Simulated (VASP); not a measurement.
Set up this calculation in VASP 6.6.1, as the native input.

| Item | Value |
| --- | --- |
| Task | single point |
| Functional | LDA |
| Potentials or basis | VASP PAW LDA potentials, release 64 (Rh_pv) |
| Cutoff | 520 eV |
| k mesh | 11 × 11 × 3 |
| Occupations | fermi-dirac, width 0.05 eV |
| Spin | no spin polarisation |
| Dipole correction | no |
| Further INCAR settings | ALGO = Normal; EDIFF = 1e-06; NBANDS = 38 |

The structure of Rh lies in POSCAR:

```
Rh
1.0
    2.6553652365      0.0000000000      0.0000000000
   -1.3276826182      2.2996137512      0.0000000000
    0.0000000000      0.0000000000      8.6791627142
Rh
4
Direct
    0.6666666667      0.3333333333      0.7500000000
    0.0000000000      0.0000000000      0.5000000000
    0.3333333333      0.6666666667      0.2500000000
    0.0000000000      0.0000000000      0.0000000000
```

These files were run (other wordings do the same):

INCAR

```
ALGO = Normal
EDIFF = 1E-6
ENCUT = 520
ISIF = 2
ISMEAR = -1
LASPH = True
LCHARG = True
LELF = True
LREAL = False
LVHAR = True
LWAVE = False
NBANDS = 38
NELM = 60
PREC = Accurate
SIGMA = 0.05
```

KPOINTS

```
k-points
0
Gamma
  11 11 3
```

Potentials or basis: VASP PAW LDA potentials, release 64 (Rh_pv).

Launch:

```sh
$ cat potpaw_LDA.64/Rh_pv/POTCAR > POTCAR
$ mpirun -np 1 vasp_std > vasp.out
```

It gave:

```yaml
Pressure: 0.9 GPa
Band_gap_on_the_k_mesh: zero (band 30 reaches 13.11 eV, above the bottom of band 31 at 11.35 eV)
```

Run time: 31 s on 1 thread of AMD EPYC 9R45 96-Core Processor (Zen 5), on a shared host, peak memory 0.14 GiB.
